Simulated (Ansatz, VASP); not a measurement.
# Two plane-wave programs on CsPbCl3

File POSCAR:

```
CsPbCl3
1.0
    5.6050000000      0.0000000000      0.0000000000
    0.0000000000      5.6050000000      0.0000000000
    0.0000000000      0.0000000000      5.6050000000
Pb Cs Cl
1 1 3
Direct
    0.5000000000      0.5000000000      0.5000000000
    0.0000000000      0.0000000000      0.0000000000
    0.5000000000      0.0000000000      0.5000000000
    0.0000000000      0.5000000000      0.5000000000
    0.5000000000      0.5000000000      0.0000000000
```

File INCAR.step1:

```
SYSTEM = CsPbCl3
ALGO = Normal
EDIFF = 1E-4
ENCUT = 600
GGA = PE
ISMEAR = -1
LASPH = .TRUE.
LCHARG = .FALSE.
LREAL = .FALSE.
LWAVE = .TRUE.
NELM = 80
PREC = Accurate
SIGMA = 0.05
```

File INCAR.step2:

```
SYSTEM = CsPbCl3
ALGO = Normal
EDIFF = 1E-6
EDIFFG = -0.01
ENCUT = 600
IBRION = 2
ISIF = 3
ISMEAR = -1
ISTART = 1
LASPH = .TRUE.
LCHARG = .FALSE.
LMIXTAU = .TRUE.
LREAL = .FALSE.
LWAVE = .FALSE.
METAGGA = R2SCAN
NELM = 80
NSW = 60
PREC = Accurate
SIGMA = 0.05
```

The input KPOINTS:

```
k-points
0
G
  5 5 5
  0 0 0
```

Contents of input.yaml:

```yaml
crystal:
  lattice:
    - [5.605, 0.0, 0.0]
    - [0.0, 5.605, 0.0]
    - [0.0, 0.0, 5.605]
  atoms:
    - { symbol: Pb, position: [0.5, 0.5, 0.5] }
    - { symbol: Cs, position: [0.0, 0.0, 0.0] }
    - { symbol: Cl, position: [0.5, 0.0, 0.5] }
    - { symbol: Cl, position: [0.0, 0.5, 0.5] }
    - { symbol: Cl, position: [0.5, 0.5, 0.0] }
hamiltonian:
  xc: r2scan
  pseudopotentials: { kind: paw }
kpoints:
  mp_grid: { grid: [5, 5, 5] }
scf:
  occupations: { method: fermi_dirac, width: 0.05 }
output:
  forces: true
  stress: true
  eigenvalues: true
relax:
  f_tol: 0.01
  max_steps: 40
  cell: { stress_tol: 0.05 }
```

Alike in both runs: task relaxation of cell and atoms; functional r2SCAN; k mesh 5 × 5 × 5; occupations fermi-dirac, width 0.05 eV; no spin polarisation.

|  | VASP | Ansatz |
| --- | --- | --- |
| version | VASP 6.6.1 | Ansatz 0.2.0 |
| potentials or method | VASP PAW PBE potentials, release 64 (Pb_d, Cs_sv, Cl) | Ansatz PAW |
| plane-wave cutoff (eV) | 600 | 500 |
| valence electrons in the cell | 44 | 44 |

```csv
,VASP,Ansatz,Ansatz less VASP
"gap on the k mesh at the Fermi level, each at its own relaxed structure (eV)",3.40,3.39,-0.015
relaxed volume (Å³/atom),36.48,36.46,-0.022
relaxed length of the cell vector where the two differ most in proportion (Å),5.671,5.670,-0.0011
```

VASP's potentials were made for PBE, not for r2SCAN.

Spin-orbit coupling is off throughout. Noted on Ansatz's run: odd divisions of the mesh miss points on the zone boundary, where band edges often lie, so the gap on the mesh can be too wide; the plane-wave basis is chosen anew once the cell has moved, so the energies of steps on either side of that aren't comparable.
